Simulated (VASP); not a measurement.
Input of a VASP 6.6.1 run:

INCAR

```
SYSTEM = Au
  PREC = Accurate
  ENCUT = 600
  EDIFF = 1E-6
  ISMEAR = 0
  SIGMA = 0.1
  LREAL = .FALSE.
  LASPH = .TRUE.
  NELM = 80
  ALGO = Fast
  ISIF = 3
  LWAVE = .FALSE.
  LCHARG = .FALSE.
  GGA = PE
  IBRION = 2
  NSW = 80
  EDIFFG = -0.003
```

Contents of KPOINTS:

```
regular mesh
0
G
  34 34 34
  0 0 0
```

File POSCAR:

```
Au
1.0
    0.0000000000      2.0400000000      2.0400000000
    2.0400000000      0.0000000000      2.0400000000
    2.0400000000      2.0400000000      0.0000000000
Au
1
Direct
    0.0000000000      0.0000000000      0.0000000000
```

Potentials or basis: VASP PAW PBE potentials, release 64 (Au).

Launch:

```bash
$ cat potpaw_PBE.64/Au/POTCAR > POTCAR
$ mpirun -np 1 vasp_std > vasp.out
```

**Question.** Estimate the relaxed cell.

**Answer.** a = 2.939 Å, b = 2.939 Å, c = 2.939 Å, α = 60.00°, β = 60.00°, γ = 60.00°.

**Question.** Predict the band gap on the k mesh.

**Answer.** Zero (an odd number of electrons rules out a gap without spin polarisation).

**Question.** Estimate the relaxed volume.

**Answer.** 17.95 Å³/atom.

Final structure:
```
CELL_PARAMETERS angstrom
0.00000 2.07803 2.07803
2.07803 0.00000 2.07803
2.07803 2.07803 0.00000
ATOMIC_POSITIONS crystal
Au 0.00000 0.00000 0.00000
```

Caveat: spin-orbit coupling is left out, which moves the levels of the heavy elements.
